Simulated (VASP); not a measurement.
The system is Be3As2.

```xyz
5
Lattice="3.2456 0.0000 0.0000 -1.6228 2.8108 0.0000 0.0000 0.0000 7.9501" Properties=species:S:1:pos:R:3 pbc="T T T"
Be    1.6228    0.9369    6.6251
Be    0.0000    0.0000    3.9751
Be    0.0000    1.8739    1.3250
As    0.0000    1.8739    5.3001
As    1.6228    0.9369    2.6500
```

* Program: VASP 6.6.1
* Task: relaxation of cell and atoms
* Functional: PBE
* Potentials or basis: VASP PAW PBE potentials, release 64 (Be, As)
* Cutoff: 600 eV
* k mesh: 6 × 6 × 2
* Occupations: gaussian, width 0.1 eV
* Spin: no spin polarisation

At the start: pressure 7.0 GPa; volume 14.51 Å³/atom.

Q: Where does the relaxation end?

A: Over 18 steps the energy falls by 536.3 meV/atom and the volume is 13.84 Å³/atom (-4.6 %); space group P-3m1 (No. 164, to 0.05 Å).

Step by step:
```tsv
step	energy change (eV)	largest force (eV/Å)	pressure (GPa)	volume (Å³)
1	0.0000	1.0680	6.99	72.53
2	-0.4086	1.1422	-1.53	79.28
3	-0.4743	1.2238	-4.54	82.60
4	-0.8861	1.3267	-3.93	81.48
5	-2.0520	0.9727	-4.29	76.40
6	-2.1116	0.5819	-3.40	73.80
7	-2.1178	0.6996	-3.95	74.88
8	-2.2676	0.8400	4.18	68.15
9	-2.2756	0.8311	2.47	69.26
10	-2.3982	0.6219	1.61	69.96
11	-2.4124	0.8148	1.45	70.23
12	-2.5328	0.4750	-2.71	72.86
13	-2.5457	0.3234	-4.13	73.89
14	-2.6299	0.2190	-3.01	72.21
15	-2.6741	0.1836	-1.47	70.24
16	-2.6744	0.2125	-1.35	70.06
17	-2.6811	0.0171	0.22	69.05
18	-2.6813	0.0165	-0.01	69.19
```

Final structure:
```
CELL_PARAMETERS angstrom
3.64739 0.00000 0.00000
-1.82370 3.15873 0.00000
0.00000 0.00000 6.00508
ATOMIC_POSITIONS crystal
Be 0.66667 0.33333 0.88611
Be 0.00000 0.00000 0.50000
Be 0.33333 0.66667 0.11389
As 0.33333 0.66667 0.73279
As 0.66667 0.33333 0.26721
```

Caveat: the k points lie up to 0.52 Å⁻¹ apart in the final cell.
